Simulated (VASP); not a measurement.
# ScAl3 in VASP: notebook, part 2 of 2

VASP 6.6.1. The steps go on from the part before.

### 3 Single point, PBE (strain +0.080 along x and y, +0.080 along z)

Input file INCAR:

```
  PREC = Accurate
  ENCUT = 520
  EDIFF = 1E-6
  ISMEAR = 0
  SIGMA = 0.15
  LREAL = False
  LASPH = True
  NELM = 60
  ALGO = Fast
  ISIF = 2
  LWAVE = False
  LCHARG = False
  GGA = PE
  NBANDS = 18
```

Input file KPOINTS:

```
regular mesh
0
Gamma
  12 12 12
```

Input file POSCAR:

```
ScAl3
1.0
    4.4337570436      0.0000000000      0.0000000000
    0.0000000000      4.4337570436      0.0000000000
    0.0000000000      0.0000000000      4.4337570436
Sc Al
1 3
Direct
    0.0000000000      0.0000000000      0.0000000000
    0.5000000000      0.0000000000      0.5000000000
    0.0000000000      0.5000000000      0.5000000000
    0.5000000000      0.5000000000      0.0000000000
```

Potentials or basis: VASP PAW PBE potentials, release 64 (Sc_sv, Al).

On the command line:

```
$ cat potpaw_PBE.64/Sc_sv/POTCAR potpaw_PBE.64/Al/POTCAR > POTCAR
$ mpirun -np 1 vasp_std > vasp.out
```

OUTCAR:

```text
PREC = Accurate
   ENCUT = 520
   EDIFF = 1E-6
   ISMEAR = 0
   LREAL = False
   LASPH = True
   NELM = 60
   ISIF = 2
   GGA = PE

 ion  position               nearest neighbor table
   1  0.000  0.000  0.000-   2 3.14   3 3.14   4 3.14   2 3.14   3 3.14   3 3.14   4 3.14   3 3.14
                             2 3.14   4 3.14   2 3.14   4 3.14
   2  0.500  0.000  0.500-   1 3.14   3 3.14   4 3.14   1 3.14   4 3.14   3 3.14   4 3.14   4 3.14
                             1 3.14   3 3.14   1 3.14   3 3.14
   3  0.000  0.500  0.500-   1 3.14   2 3.14   4 3.14   1 3.14   4 3.14   1 3.14   2 3.14   1 3.14
                             2 3.14   4 3.14   4 3.14   2 3.14
   4  0.500  0.500  0.000-   1 3.14   2 3.14   3 3.14   2 3.14   3 3.14   1 3.14   2 3.14   2 3.14
                             1 3.14   3 3.14   3 3.14   1 3.14

  LATTYP: Found a simple cubic cell.
 ALAT       =     4.4337570436

  Lattice vectors:

 A1 = (   4.4337570436,   0.0000000000,   0.0000000000)
 A2 = (   0.0000000000,   4.4337570436,   0.0000000000)
 A3 = (   0.0000000000,   0.0000000000,   4.4337570436)

Analysis of symmetry for initial positions (statically):
=====================================================================
 Subroutine PRICEL returns:
 Original cell was already a primitive cell.

 Routine SETGRP: Setting up the symmetry group for a
 simple cubic supercell.

 Subroutine GETGRP returns: Found 48 space group operations
 (whereof 48 operations were pure point group operations)
 out of a pool of 48 trial point group operations.

The static configuration has the point symmetry O_h .

Analysis of symmetry for dynamics (positions and initial velocities):
=====================================================================
 Subroutine PRICEL returns:
 Original cell was already a primitive cell.

 Routine SETGRP: Setting up the symmetry group for a
[... 124 lines left out ...]
   EFERMI =   0.00;   METHOD = LEGACY
   ISMEAR =     0;   SIGMA  =   0.15  broadening in eV -4-tet -1-fermi 0-gaus
   EFERMI_NEDOS =   21; number of points for ismear=-14 and -15
   IALGO  =     68    algorithm
   IMIX   =      4    mixing-type and parameters
     AMIX     =   0.40;   BMIX     =  1.00
     AMIX_MAG =   1.60;   BMIX_MAG =  1.00
  volume/ion in A,a.u.               =      21.79       147.05
  Fermi-wavevector in a.u.,A,eV,Ry     =   1.002258  1.893993 13.667344  1.004521
  Thomas-Fermi vector in A             =   2.134734
   LORBIT       =      0    0 simple, 1 ext, 2 COOP (PROOUT), +10 PAW based schemes
   GGA     = PE    functional components
   LHFCALC =     F    Hartree Fock is set to
   AEXX    =    0.0000 exact exchange contribution
   IVDW    =     0    specifies the selected vdW correction
   LEPSILON=     F    determine dielectric tensor
   LRPA    =     F    only Hartree local field effects (RPA)
 non-spin polarized calculation
 RMM-DIIS sequential band-by-band and
 Gauss-broadening in eV      SIGMA  =   0.15
  energy-cutoff  :      520.00
  volume of cell :       87.16
 maximum number of plane-waves:      2367
 NGX is ok and might be reduce to    36
   NGX = 17   NGY = 17   NGZ = 17

 number of electron      19.9999997 magnetization

 Free energy of the ion-electron system (eV)
  ---------------------------------------------------
  ext. energy  EPLUGINS =         0.00000000
  ---------------------------------------------------
  free energy    TOTEN  =       -18.47950520 eV

  energy without entropy =      -18.45994901  energy(sigma->0) =      -18.46972711

 E-fermi :   5.2192     XC(G=0):  -9.5100

 val. band max:        5.2128965787   @ k =   0.2500   0.1667   0.0000
 cond. band min:       5.2343248519   @ k =   0.2500   0.2500   0.0833
 fundamental gap:      0.0214282732
 Fermi energy:         5.2191673165

 k-point     1 :       0.0000    0.0000    0.0000
  band No.  band energies     occupation
      1     -44.5810      2.00000
      2     -23.2090      2.00000
      3     -23.2090      2.00000
      4     -23.2090      2.00000
      5      -3.5373      2.00000
      6       2.8110      2.00000
[... 481 lines left out ...]
      5      -1.5315      2.00000
      6      -0.1223      2.00000
[... 10 lines left out ...]
     17       8.5211      0.00000
     18       9.8301      0.00000

 [... further k-points ...]
[... 5 lines left out ...]
  --------------------------------------------------------------------------------------
  -------------------------------------------------------------------------------------
  Total       -6.5491190     -6.5491190     -6.5491190     -0.0000000     -0.0000000      0.0000000
  in kB     -120.3865000   -120.3865000   -120.3865000     -0.0000000     -0.0000000      0.0000000
  external PRESSURE =    -120.3865000 kB  Pullay stress =       0.0000000 kB

 VOLUME and BASIS-vectors are now :
 -----------------------------------------------------------------------------
  energy-cutoff  :      520.00
  volume of cell :       87.16
      direct lattice vectors                 reciprocal lattice vectors
     4.433757044  0.000000000  0.000000000     0.225542354  0.000000000  0.000000000
     0.000000000  4.433757044  0.000000000     0.000000000  0.225542354  0.000000000
     0.000000000  0.000000000  4.433757044     0.000000000  0.000000000  0.225542354

 POSITION                                       TOTAL-FORCE (eV/Angst)
 -----------------------------------------------------------------------------------
      0.00000      0.00000      0.00000         0.000000      0.000000      0.000000
      2.21688      0.00000      2.21688         0.000000      0.000000      0.000000
      0.00000      2.21688      2.21688         0.000000      0.000000      0.000000
      2.21688      2.21688      0.00000         0.000000      0.000000      0.000000
 -----------------------------------------------------------------------------------
    total drift:                                0.000000     -0.000000     -0.000000

  FREE ENERGIE OF THE ION-ELECTRON SYSTEM (eV)
  ---------------------------------------------------
  free  energy   TOTEN  =       -18.4795052002 eV

  energy  without entropy=      -18.4599490125  energy(sigma->0) =      -18.46972711
```

OSZICAR:

```text
N       E                     dE             d eps       ncg     rms          rms(c)
DAV:   1     0.101542453842E+03    0.10154E+03   -0.80034E+03  3024   0.967E+02
DAV:   2    -0.149703457496E+02   -0.11651E+03   -0.11399E+03  3050   0.277E+02
DAV:   3    -0.196980111710E+02   -0.47277E+01   -0.45494E+01  4638   0.531E+01
DAV:   4    -0.198319537322E+02   -0.13394E+00   -0.13316E+00  4640   0.886E+00
DAV:   5    -0.198349876193E+02   -0.30339E-02   -0.30322E-02  4528   0.122E+00    0.645E+00
RMM:   6    -0.184749994288E+02    0.13600E+01   -0.38227E+00  3483   0.165E+01    0.181E+00
RMM:   7    -0.185201971143E+02   -0.45198E-01   -0.10142E+00  3903   0.518E+00    0.121E+00
RMM:   8    -0.185002289256E+02    0.19968E-01   -0.17241E-01  3423   0.429E+00    0.107E+00
RMM:   9    -0.184821813689E+02    0.18048E-01   -0.10554E-01  3908   0.334E+00    0.370E-01
RMM:  10    -0.184791255908E+02    0.30558E-02   -0.16457E-02  4112   0.140E+00    0.120E-01
RMM:  11    -0.184794752631E+02   -0.34967E-03   -0.41459E-03  4573   0.438E-01    0.935E-02
RMM:  12    -0.184795163637E+02   -0.41101E-04   -0.11434E-03  4564   0.233E-01    0.334E-02
RMM:  13    -0.184795159237E+02    0.44007E-06   -0.23888E-04  4147   0.157E-01    0.237E-02
RMM:  14    -0.184795024113E+02    0.13512E-04   -0.64920E-05  4309   0.916E-02    0.615E-03
RMM:  15    -0.184795047840E+02   -0.23726E-05   -0.24563E-05  4312   0.362E-02    0.686E-03
RMM:  16    -0.184795052002E+02   -0.41629E-06   -0.41345E-06  3598   0.256E-02
   1 F= -.18479505E+02 E0= -.18469727E+02  d E =-.195562E-01
```

Wall time 59 s (1 thread of Intel Xeon 6975P-C (Granite Rapids), shared host); peak memory 0.28 GiB.

What came out:

* Free energy: -18.4795 eV
* Pressure: -12.0 GPa
* Band gap on the k mesh: zero (band 10 reaches 5.52 eV, above the bottom of band 11 at 2.63 eV)

Caveat: the cell differs from its parent crystal (strain +0.080 along x and y, +0.080 along z).

### 4 Single point, PBE (strain -0.040 along x and y, -0.080 along z)

Input file INCAR:

```
PREC = Accurate
ENCUT = 520
EDIFF = 1E-7
ISMEAR = 0
SIGMA = 0.15
LREAL = False
LASPH = True
NELM = 80
ALGO = Fast
ISIF = 2
LWAVE = False
LCHARG = False
GGA = PE
NBANDS = 18
```

Input file KPOINTS:

```
Automatic mesh
0
Gamma
  12 12 12
```

Input file POSCAR:

```
ScAl3
1.0
    3.9411173721      0.0000000000      0.0000000000
    0.0000000000      3.9411173721      0.0000000000
    0.0000000000      0.0000000000      3.7769041482
Sc Al
1 3
Direct
    0.0000000000      0.0000000000      0.0000000000
    0.5000000000      0.0000000000      0.5000000000
    0.0000000000      0.5000000000      0.5000000000
    0.5000000000      0.5000000000      0.0000000000
```

On the command line:

```
$ cat potpaw_PBE.64/Sc_sv/POTCAR potpaw_PBE.64/Al/POTCAR > POTCAR
$ mpirun -np 1 vasp_std > vasp.out
```

Wall time 2.1 min (1 thread of Intel Xeon 6975P-C (Granite Rapids), shared host); peak memory 0.3 GiB.

Results (log left out):

```yaml
Free_energy: -18.6832 eV
Pressure: 20.2 GPa
Band_gap_on_the_k_mesh: zero (band 10 reaches 9.82 eV, above the bottom of band 11 at 5.77 eV)
```

Stress tensor (GPa, compression positive):
```
17.55  0.00  0.00
 0.00 17.55  0.00
 0.00  0.00 25.61
```

Levels at points of the mesh, in eV from the Fermi level:
```tsv
k point	band 6	band 7	band 8	band 9	band 10	band 11	band 12	band 13	band 14	band 15
(0.00, 0.00, 0.00)	-3.05	-2.63	-2.07	-2.07	-1.39	1.23	1.25	1.45	1.45	6.00
(0.50, 0.00, 0.00)	-7.88	-2.15	-1.76	-1.61	1.06	1.15	1.67	1.85	2.12	2.38
(0.50, 0.50, 0.00)	-5.99	-5.99	-4.70	-0.40	-0.40	1.58	1.89	2.27	2.74	4.33
(0.00, 0.00, 0.50)	-7.76	-2.06	-2.06	-1.89	1.10	1.10	1.37	1.64	1.79	2.97
(0.50, 0.00, 0.50)	-5.83	-5.69	-4.72	-0.81	-0.68	1.10	1.38	2.42	3.14	3.74
(0.50, 0.50, 0.50)	-5.06	-5.03	-5.02	-3.14	-3.14	-2.90	1.36	2.89	3.24	4.78
```

Caveat: the cell differs from its parent crystal (strain -0.040 along x and y, -0.080 along z).

### 5 The runs side by side

| cell | further INCAR settings | gap on the mesh (eV) | pressure (GPa) |
| --- | --- | --- | --- |
| a = 3.777, b = 3.777, c = 3.941 Å, 4 atoms | ALGO = Fast; EDIFF = 1e-07; NBANDS = 18 | none | 27.6 |
| a = 4.434 Å, 4 atoms | ALGO = Fast; EDIFF = 1e-06; NBANDS = 18 | none | -12.0 |
| a = 3.941, b = 3.941, c = 3.777 Å, 4 atoms | ALGO = Fast; EDIFF = 1e-07; NBANDS = 18 | none | 20.2 |

Alike in all rows: task single point; level PBE; potentials or basis VASP PAW PBE potentials, release 64 (Sc_sv, Al); no spin polarisation; k mesh 12 × 12 × 12; cutoff (eV) 520; smearing gaussian 0.15 eV.

Total energies depend on the potentials used, so only differences within one code and one set of settings carry meaning.
